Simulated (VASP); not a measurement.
Input of a VASP 6.6.1 run:

INCAR

```
SYSTEM = Na
ALGO     = Normal         ! electronic algorithm
EDIFF    = 1E-8           ! SCF threshold, eV
ENCUT    = 520            ! plane-wave cutoff, eV
ISIF     = 2              ! what is computed and relaxed
ISMEAR   = -1             ! smearing method
LASPH    = .True.         ! aspherical terms in the spheres
LCHARG   = .False.        ! write CHGCAR
LEFG     = .True.       
LREAL    = .False.        ! projectors in reciprocal space
LWAVE    = .False.        ! write WAVECAR
NBANDS   = 14             ! bands
NELM     = 80             ! most SCF steps
PREC     = Accurate       ! precision mode
SIGMA    = 0.05           ! smearing width, eV
```

The input KPOINTS:

```
k-points
0
Gamma
  11 11 6
  0 0 0
```

Contents of POSCAR:

```
Na
1.0
    3.7544022380      0.0000000000      0.0000000000
   -1.8772011190      3.2514077141      0.0000000000
    0.0000000000      0.0000000000      6.1334179065
Na
2
Direct
    0.3333333333      0.6666666667      0.2500000000
    0.6666666667      0.3333333333      0.7500000000
```

Potentials or basis: VASP PAW LDA potentials, release 64 (Na_pv).

Command:

```sh
$ cat potpaw_LDA.64/Na_pv/POTCAR > POTCAR
$ mpirun -np 1 vasp_std > vasp.out
```

Problem. Predict the pressure.

Solution. -0.8 GPa.

Problem. What does it give for the band gap on the k mesh?

Solution. Zero (band 7 reaches 1.92 eV, above the bottom of band 8 at -2.11 eV).

Electric field gradients, principal values (V/Å²):
```
atom  least  middle  greatest (by size)
1 Na  0.252   0.255              -0.507
2 Na  0.252   0.255              -0.507
```

Caveat: without QUAD_EFG the Cq values of the log hold for a quadrupole moment of 1 mb, not for the nuclei.
